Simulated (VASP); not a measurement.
Wanted: the native input for a VASP 6.6.1 run.

| Item | Value |
| --- | --- |
| Task | single point |
| Functional | PBE |
| Dispersion | D3(BJ) |
| Potentials or basis | VASP PAW PBE potentials, release 64 (S, Pt) |
| Cutoff | 520 eV |
| k mesh | 6 × 6 × 1 |
| Occupations | gaussian, width 0.1 eV |
| Spin | no spin polarisation |
| Dipole correction | yes |
| Further INCAR settings | ALGO = Normal; EDIFF = 1e-06; NBANDS = 18 |

The structure of PtS2 lies in POSCAR:

```
PtS2
1.0
    3.5832742388      0.0000000000      0.0000000000
   -1.7916371194      3.1032065195      0.0000000000
    0.0000000000      0.0000000000     30.8258735778
S Pt
2 1
Direct
    0.6666666667      0.3333333333      0.4608618263
    0.3333333333      0.6666666667      0.5391381737
    0.0000000000      0.0000000000      0.5000000000
```

These files were run (other wordings do the same):

INCAR

```
PREC     = Accurate       # precision mode
ENCUT    = 520            # plane-wave cutoff, eV
EDIFF    = 1E-6           # SCF threshold, eV
ISMEAR   = 0              # smearing method
SIGMA    = 0.1            # smearing width, eV
LREAL    = False          # projectors in reciprocal space
LASPH    = True           # aspherical terms in the spheres
NELM     = 60             # most SCF steps
ALGO     = Normal         # electronic algorithm
ISIF     = 2              # what is computed and relaxed
LWAVE    = False          # write WAVECAR
LCHARG   = True           # write CHGCAR
LDIPOL   = True         
IDIPOL   = 3            
DIPOL    = 0.5 0.5 0.500
GGA      = PE             # functional
IVDW     = 12             # dispersion correction
LELF     = True           # ELF
LVHAR    = True         
LVACPOTAV= True         
NBANDS   = 18             # bands
```

KPOINTS

```
regular mesh
0
Gamma
  6 6 1
```

Potentials or basis: VASP PAW PBE potentials, release 64 (S, Pt).

The run is started by

```bash
$ cat potpaw_PBE.64/S/POTCAR potpaw_PBE.64/Pt/POTCAR > POTCAR
$ mpirun -np 1 vasp_std > vasp.out
```

Results of the run:

```
Largest force              : 0.105 eV/Å
Band gap on the k mesh     : 2.04 eV, indirect (least direct gap 2.09 eV)
Dispersion energy per atom : -0.271 eV
```

Caveat: spin-orbit coupling is left out, which moves the levels of the heavy elements.

Run time: 47 s on 1 thread of AMD EPYC 9R45 96-Core Processor (Zen 5) (shared host), peak memory 0.43 GiB.
